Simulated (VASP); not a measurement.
Here is a VASP 6.6.1 calculation.

INCAR

```
  ALGO = Normal
  EDIFF = 1E-6
  ENCUT = 520
  ISIF = 2
  ISMEAR = -1
  LASPH = True
  LCHARG = False
  LREAL = False
  LWAVE = False
  NBANDS = 11
  NELM = 100
  PREC = Accurate
  SIGMA = 0.05
```

The input KPOINTS:

```
k-points
0
Gamma
  8 8 8
```

The input POSCAR:

```
Ba
1.0
   -2.5556595394      2.5556595394      2.5556595394
    2.5556595394     -2.5556595394      2.5556595394
    2.5556595394      2.5556595394     -2.5556595394
Ba
1
Direct
    0.0000000000      0.0000000000      0.0000000000
```

Potentials or basis: VASP PAW LDA potentials, release 64 (Ba_sv).

Run with:

```bash
$ cat potpaw_LDA.64/Ba_sv/POTCAR > POTCAR
$ mpirun -np 1 vasp_std > vasp.out
```

(1) Predict the band gap on the k mesh.

(2) What does it give for the pressure?

## Answers

(1) zero (bands 5 and 6 overlap by 0.93 eV).

(2) -1.6 GPa.

Caveat: spin-orbit coupling is left out, which moves the levels of the heavy elements.
